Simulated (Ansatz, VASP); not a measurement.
**Two plane-wave programs on W3O**

The input INCAR:

```
SYSTEM = W3O
ALGO = Normal
EDIFF = 1E-6
ENCUT = 520
GGA = PE
ISIF = 2
ISMEAR = 0
LASPH = .True.
LCHARG = .True.
LELF = .True.
LREAL = .False.
LVHAR = .True.
LWAVE = .False.
NBANDS = 58
NELM = 100
PREC = Accurate
SIGMA = 0.15
```

File KPOINTS:

```
k-points
0
Gamma
  8 8 8
  0 0 0
```

POSCAR

```
W3O
1.0
    4.8845028662     -0.1465350860      0.0000000000
   -0.1465350860      4.8845028662      0.0000000000
    0.0000000000      0.0000000000      4.8845028662
W O
6 2
Direct
    0.5000000000      0.7500000000      0.0000000000
    0.0000000000      0.5000000000      0.7500000000
    0.2500000000      0.0000000000      0.5000000000
    0.5000000000      0.2500000000      0.0000000000
    0.0000000000      0.5000000000      0.2500000000
    0.7500000000      0.0000000000      0.5000000000
    0.5000000000      0.5000000000      0.5000000000
    0.0000000000      0.0000000000      0.0000000000
```

Input for Ansatz:

```yaml
crystal:
  lattice:
    - [4.8845028662, -0.146535086, 0.0]
    - [-0.146535086, 4.8845028662, 0.0]
    - [0.0, 0.0, 4.8845028662]
  atoms:
    - { symbol: W, position: [0.5, 0.75, 0.0] }
    - { symbol: W, position: [0.0, 0.5, 0.75] }
    - { symbol: W, position: [0.25, 0.0, 0.5] }
    - { symbol: W, position: [0.5, 0.25, 0.0] }
    - { symbol: W, position: [0.0, 0.5, 0.25] }
    - { symbol: W, position: [0.75, 0.0, 0.5] }
    - { symbol: O, position: [0.5, 0.5, 0.5] }
    - { symbol: O, position: [0.0, 0.0, 0.0] }
basis:
  ecutwfc: 420
kpoints:
  mp_grid: { grid: [8, 8, 8] }
hamiltonian:
  xc: pbe
scf:
  occupations: { method: gaussian, width: 0.15 }
output:
  forces: true
  stress: true
  eigenvalues: true
```

Change from the starting cell: strain -0.0600 x Voigt [0, 0, 0, 0, 0, 1], atoms carried along.

Alike in both runs: task single point; functional PBE; k mesh 8 × 8 × 8; occupations gaussian, width 0.15 eV; no spin polarisation.

|  | VASP | Ansatz |
| --- | --- | --- |
| version | VASP 6.6.1 | Ansatz 0.2.0 |
| potentials or method | VASP PAW PBE potentials, release 64 (W_sv, O), cutoff 520 eV | scalar-relativistic, plane waves, PAW |
| valence electrons in the cell | 96 | 96 |

Ansatz gave:

| Item | Value |
| --- | --- |
| gap on the k mesh at the Fermi level (eV) | none |
| pressure (GPa) | 0.3 |
| traceless stress, the component that is largest in VASP (GPa) | 0.54 |
| rms of the force components (eV/Å) | 0.177 |

Task: Estimate VASP's values.

Result: gap on the k mesh at the Fermi level (eV): none; pressure (GPa): 1.1; traceless stress, the component that is largest in VASP (GPa): 0.56; rms of the force components (eV/Å): 0.177.

Atom by atom the forces differ by 0.000 eV/Å (rms over components). A gap of «none» marks a metal or a gap that the smearing closes.

Neither program's run includes spin-orbit coupling.
